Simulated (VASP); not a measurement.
# NaNb (Fm-3m) in VASP: single point with PBE

Aim: the single point of NaNb with PBE.

Program: VASP 6.6.1. These are calculated values, not measurements. Logs are shortened: lines on timing, memory, paths and dates and some standing lists are left out, and cuts for length are marked.

### Step 1. The cell of the first run

It takes space group Fm-3m (No. 225, cubic). The conventional cell has a = 5.727 Å, b = 5.727 Å, c = 5.727 Å, α = 90.00°, β = 90.00°, γ = 90.00°. Na (site symmetry m-3m) has 6 Nb at 2.86 Å within 3.8 Å. Within 3.8 Å of Nb (site symmetry m-3m) lie 6 Na at 2.86 Å.

The cell was built from a structure type or drawn by symmetry, and may not be a known phase.

### Step 2. Single point, PBE, collinear spin

INCAR

```
SYSTEM = NaNb
PREC = Accurate
ENCUT = 520
EDIFF = 1E-6
ISMEAR = 0
SIGMA = 0.1
LREAL = .False.
LASPH = .True.
NELM = 150
ALGO = Fast
ISIF = 2
LWAVE = .False.
LCHARG = .False.
ISPIN = 2
MAGMOM = 0 1.46
LORBIT = 11
LMAXMIX = 4
GGA = PE
NBANDS = 21
```

KPOINTS

```
Automatic mesh
0
Gamma
  16 16 16
  0 0 0
```

POSCAR

```
NaNb
1.0
    0.0000000000      2.8634585577      2.8634585577
    2.8634585577      0.0000000000      2.8634585577
    2.8634585577      2.8634585577      0.0000000000
Na Nb
1 1
Direct
    0.5000000000      0.5000000000      0.5000000000
    0.0000000000      0.0000000000      0.0000000000
```

Potentials or basis: VASP PAW PBE potentials, release 64 (Na_pv, Nb_sv).

Run with:

```console
$ cat potpaw_PBE.64/Na_pv/POTCAR potpaw_PBE.64/Nb_sv/POTCAR > POTCAR
$ mpirun -np 1 vasp_std > vasp.out
```

OUTCAR:

```text
SYSTEM = NaNb
   PREC = Accurate
   ENCUT = 520
   EDIFF = 1E-6
   ISMEAR = 0
   LREAL = .False.
   LASPH = .True.
   NELM = 150
   ISIF = 2
   ISPIN = 2
   LORBIT = 11
   GGA = PE

 ion  position               nearest neighbor table
   1  0.500  0.500  0.500-   2 2.86   2 2.86   2 2.86   2 2.86   2 2.86   2 2.86
   2  0.000  0.000  0.000-   1 2.86   1 2.86   1 2.86   1 2.86   1 2.86   1 2.86

  LATTYP: Found a face centered cubic cell.
 ALAT       =     5.7269171154

  Lattice vectors:

 A1 = (   0.0000000000,   2.8634585577,   2.8634585577)
 A2 = (   2.8634585577,   0.0000000000,   2.8634585577)
 A3 = (   2.8634585577,   2.8634585577,   0.0000000000)

Analysis of symmetry for initial positions (statically):
=====================================================================
 Subroutine PRICEL returns:
 Original cell was already a primitive cell.

 Routine SETGRP: Setting up the symmetry group for a
 face centered cubic supercell.

 Subroutine GETGRP returns: Found 48 space group operations
 (whereof 48 operations were pure point group operations)
 out of a pool of 48 trial point group operations.

The static configuration has the point symmetry O_h .

Analysis of symmetry for dynamics (positions and initial velocities):
=====================================================================
 Subroutine PRICEL returns:
 Original cell was already a primitive cell.

 Routine SETGRP: Setting up the symmetry group for a
 face centered cubic supercell.

 Subroutine GETGRP returns: Found 48 space group operations
 (whereof 48 operations were pure point group operations)
 out of a pool of 48 trial point group operations.

The dynamic configuration has the point symmetry O_h .

Analysis of structural, dynamic, and magnetic symmetry:
=====================================================================
 Subroutine PRICEL returns:
 Original cell was already a primitive cell.

 Routine SETGRP: Setting up the symmetry group for a
 face centered cubic supercell.

 Subroutine GETGRP returns: Found 48 space group operations
 (whereof 48 operations were pure point group operations)
 out of a pool of 48 trial point group operations.

The overall configuration has the point symmetry O_h .

 Subroutine INISYM returns: Found 48 space group operations
 (whereof 48 operations are pure point group operations),
 and found     1 'primitive' translations

----------------------------------------------------------------------------------------

                                     Primitive cell

  volume of cell :      46.9573

  direct lattice vectors                    reciprocal lattice vectors
     0.000000000  2.863458558  2.863458558    -0.174614017  0.174614017  0.174614017
     2.863458558  0.000000000  2.863458558     0.174614017 -0.174614017  0.174614017
     2.863458558  2.863458558  0.000000000     0.174614017  0.174614017 -0.174614017

  length of vectors
     4.049541928  4.049541928  4.049541928     0.302440348  0.302440348  0.302440348

  position of ions in fractional coordinates (direct lattice)
     0.500000000  0.500000000  0.500000000
     0.000000000  0.000000000  0.000000000

  ion indices of the primitive-cell ions
   primitive index   ion index
                 1           1
                 2           2

----------------------------------------------------------------------------------------

 KPOINTS: Automatic mesh

Automatic generation of k-mesh.
 Grid dimensions read from file:
 generate k-points for:   16   16   16

 Generating k-lattice:

  Cartesian coordinates                     Fractional coordinates (reciprocal lattice)
    -0.010913376  0.010913376  0.010913376     0.062500000  0.000000000  0.000000000
     0.010913376 -0.010913376  0.010913376     0.000000000  0.062500000  0.000000000
     0.010913376  0.010913376 -0.010913376     0.000000000  0.000000000  0.062500000

  Length of vectors
     0.018902522  0.018902522  0.018902522

  Shift w.r.t. Gamma in fractional coordinates (k-lattice)
     0.000000000  0.000000000  0.000000000

 Subroutine IBZKPT returns following result:
 ===========================================

 Found    145 irreducible k-points:

 Following reciprocal coordinates:
            Coordinates               Weight
  0.000000  0.000000  0.000000      1.000000
  0.062500  0.000000  0.000000      8.000000
  0.125000  0.000000  0.000000      8.000000
  0.187500  0.000000  0.000000      8.000000
  0.250000  0.000000  0.000000      8.000000
  0.312500  0.000000  0.000000      8.000000
[... 16 lines left out ...]
 -0.125000  0.062500  0.000000     24.000000
 -0.062500  0.062500  0.000000     12.000000
 [... further k-points ...]
   k-points           NKPTS =    145   k-points in BZ     NKDIM =    145   number of bands    NBANDS=     21
   number of dos      NEDOS =    301   number of ions     NIONS =      2
   total plane-waves  NPLWV =  27000
   dimension x,y,z NGX =    30 NGY =   30 NGZ =   30
   dimension x,y,z NGXF=    60 NGYF=   60 NGZF=   60
   ions per type =               1   1
   NGX,Y,Z   is equivalent  to a cutoff of  12.32, 12.32, 12.32 a.u.
   NGXF,Y,Z  is equivalent  to a cutoff of  24.63, 24.63, 24.63 a.u.
 SYSTEM =  NaNb
   PREC   = accura    normal or accurate (medium, high low for compatibility)
   ISTART =      0    job   : 0-new  1-cont  2-samecut
   ICHARG =      2    charge: 1-file 2-atom 10-const
   ISPIN  =      2    spin polarized calculation?
   LNONCOLLINEAR =      F non collinear calculations
   LSORBIT =      F    spin-orbit coupling
   LASPH  =      T    aspherical Exc in radial PAW
   ENCUT  =  520.0 eV  38.22 Ry    6.18 a.u.   7.53  7.53  7.53*2*pi/ulx,y,z
   NELM   =    150;   NELMIN=  2; NELMDL= -5     # of ELM steps
   EDIFF  = 0.1E-05   stopping-criterion for ELM
   LREAL  =      F    real-space projection
   EDIFFG = 0.1E-04   stopping-criterion for IOM
   NSW    =      0    number of steps for IOM
   IBRION =     -1    ionic relax: 0-MD 1-quasi-New 2-CG
   NFREE  =      0    steps in history (QN), initial steepest desc. (CG)
   ISIF   =      2    stress and relaxation
   ISYM   =      2    0-nonsym 1-usesym 2-fastsym
   POTIM  = 0.5000    time-step for ionic-motion
   TEBEG  =    0.0;   TEEND  =   0.0 temperature during run
   PSTRESS=    0.0 pullay stress
   NELECT =      20.0000    total number of electrons
   NUPDOWN=      -1.0000    fix difference up-down
   EMIN   =  10.00;   EMAX   =-10.00  energy-range for DOS
   EFERMI =   0.00;   METHOD = LEGACY
   ISMEAR =     0;   SIGMA  =   0.10  broadening in eV -4-tet -1-fermi 0-gaus
   EFERMI_NEDOS =   21; number of points for ismear=-14 and -15
   IALGO  =     68    algorithm
   IMIX   =      4    mixing-type and parameters
     AMIX     =   0.40;   BMIX     =  1.00
     AMIX_MAG =   1.60;   BMIX_MAG =  1.00
  volume/ion in A,a.u.               =      23.48       158.44
  Fermi-wavevector in a.u.,A,eV,Ry     =   1.231735  2.327642 20.642364  1.517171
  Thomas-Fermi vector in A             =   2.366533
   LORBIT       =     11    0 simple, 1 ext, 2 COOP (PROOUT), +10 PAW based schemes
   GGA     = PE    functional components
   LHFCALC =     F    Hartree Fock is set to
   AEXX    =    0.0000 exact exchange contribution
   IVDW    =     0    specifies the selected vdW correction
   LEPSILON=     F    determine dielectric tensor
   LRPA    =     F    only Hartree local field effects (RPA)
 spin polarized calculation
 RMM-DIIS sequential band-by-band and
 Gauss-broadening in eV      SIGMA  =   0.10
  energy-cutoff  :      520.00
  volume of cell :       46.96
 maximum number of plane-waves:      1295
   NGX = 15   NGY = 15   NGZ = 15

 number of electron      19.9999996 magnetization       0.0351254

 number of electron      19.9999996 magnetization      -0.0019770

 Free energy of the ion-electron system (eV)
  ---------------------------------------------------
  ext. energy  EPLUGINS =         0.00000000
  ---------------------------------------------------
  free energy    TOTEN  =        -7.02352957 eV

  energy without entropy =       -7.00324897  energy(sigma->0) =       -7.01338927

 E-fermi :   4.4326     XC(G=0):  -9.6288

 val. band max:        4.4304033969   @ k =  -0.1250   0.0625   0.0000
 cond. band min:       4.4345902565   @ k =  -0.1250   0.1250   0.0000
 fundamental gap:      0.0041868596
 Fermi energy:         4.4326459790

 spin component 1

 k-point     1 :       0.0000    0.0000    0.0000
  band No.  band energies     occupation
      1     -50.9461      1.00000
      2     -26.9537      1.00000
      3     -26.9537      1.00000
      4     -26.9537      1.00000
      5     -18.7943      1.00000
      6     -18.7943      1.00000
[... 13 lines left out ...]
     20      17.3398      0.00000
     21      18.6381      0.00000
[... 529 lines left out ...]
 k-point    24 :      -0.0625    0.0625    0.0000
  band No.  band energies     occupation
      1     -50.9459      1.00000
      2     -26.9574      1.00000
      3     -26.9552      1.00000
      4     -26.9538      1.00000
      5     -18.7974      1.00000
      6     -18.7959      1.00000
[... 13 lines left out ...]
     20      17.2833      0.00000
     21      17.8056      0.00000

 [... further k-points ...]

 spin component 2

 k-point     1 :       0.0000    0.0000    0.0000
  band No.  band energies     occupation
      1     -50.9475      1.00000
      2     -26.9552      1.00000
      3     -26.9552      1.00000
      4     -26.9552      1.00000
      5     -18.7943      1.00000
      6     -18.7943      1.00000
[... 13 lines left out ...]
     20      17.4288      0.00000
     21      18.6373      0.00000
[... 529 lines left out ...]
 k-point    24 :      -0.0625    0.0625    0.0000
  band No.  band energies     occupation
      1     -50.9472      1.00000
      2     -26.9589      1.00000
      3     -26.9566      1.00000
      4     -26.9553      1.00000
      5     -18.7973      1.00000
      6     -18.7958      1.00000
[... 13 lines left out ...]
     20      17.2893      0.00000
     21      17.8096      0.00000

 [... further k-points ...]

------------------------ aborting loop because EDIFF is reached ----------------------------------------

  FORCE on cell =-STRESS in cart. coord.  units (eV):
  Direction    XX          YY          ZZ          XY          YZ          ZX
  --------------------------------------------------------------------------------------
  -------------------------------------------------------------------------------------
  Total       -0.7307453     -0.7307453     -0.7307453      0.0000000     -0.0000000      0.0000000
  in kB      -24.9329626    -24.9329626    -24.9329626      0.0000000     -0.0000000      0.0000000
  external PRESSURE =     -24.9329626 kB  Pullay stress =       0.0000000 kB

 VOLUME and BASIS-vectors are now :
 -----------------------------------------------------------------------------
  energy-cutoff  :      520.00
  volume of cell :       46.96
      direct lattice vectors                 reciprocal lattice vectors
     0.000000000  2.863458558  2.863458558    -0.174614017  0.174614017  0.174614017
     2.863458558  0.000000000  2.863458558     0.174614017 -0.174614017  0.174614017
     2.863458558  2.863458558  0.000000000     0.174614017  0.174614017 -0.174614017

 POSITION                                       TOTAL-FORCE (eV/Angst)
 -----------------------------------------------------------------------------------
      2.86346      2.86346      2.86346        -0.000000      0.000000     -0.000000
      0.00000      0.00000      0.00000         0.000000     -0.000000      0.000000
 -----------------------------------------------------------------------------------
    total drift:                                0.000000      0.000000      0.000000

  FREE ENERGIE OF THE ION-ELECTRON SYSTEM (eV)
  ---------------------------------------------------
  free  energy   TOTEN  =        -7.0235295730 eV

  energy  without entropy=       -7.0032489741  energy(sigma->0) =       -7.01338927

 total charge

# of ion       s       p       d       tot
------------------------------------------
    1        0.184   6.019   0.000   6.202
    2        2.150   5.922   2.405  10.476
--------------------------------------------------
tot          2.333  11.940   2.405  16.678

 magnetization (x)

# of ion       s       p       d       tot
------------------------------------------
    1        0.000  -0.000   0.000   0.000
    2        0.000  -0.000  -0.002  -0.002
--------------------------------------------------
tot          0.000  -0.000  -0.002  -0.002
```

It took 19 min on 1 thread of AMD EPYC 7R13, shared host; peak memory 0.32 GiB.

What came out:

* Free energy: -7.0235 eV
* Pressure: -2.5 GPa
* Band gap on the k mesh: zero (filled and empty bands overlap)
* Net moment: 0.00 μB per cell
* Valence electrons inside the program's atomic spheres: Na 6.20; Nb 10.48

Levels at points of the mesh, in eV from the Fermi level:
Spin up:
| k point | band 7 | band 8 | band 9 | band 10 | band 11 | band 12 | band 13 | band 14 |
| --- | --- | --- | --- | --- | --- | --- | --- | --- |
| (0.00, 0.00, 0.00) | -23.23 | -4.37 | -0.12 | -0.12 | -0.12 | 0.39 | 0.39 | 8.64 |
| (0.50, 0.00, 0.00) | -23.24 | -2.08 | -0.19 | -0.13 | -0.13 | 1.24 | 1.24 | 2.52 |
| (0.50, 0.50, 0.00) | -23.23 | -1.55 | -1.27 | 0.52 | 0.96 | 1.47 | 1.47 | 2.96 |
Spin down:
```csv
k point,band 6,band 7,band 8,band 9,band 10,band 11,band 12,band 13,band 14,band 15
"(0.00, 0.00, 0.00)",-23.23,-23.23,-4.37,-0.12,-0.12,-0.12,0.39,0.39,8.64,9.84
"(0.50, 0.00, 0.00)",-23.24,-23.24,-2.08,-0.19,-0.13,-0.13,1.24,1.24,2.52,7.84
"(0.50, 0.50, 0.00)",-23.23,-23.23,-1.55,-1.27,0.52,0.96,1.47,1.47,2.96,5.00
```
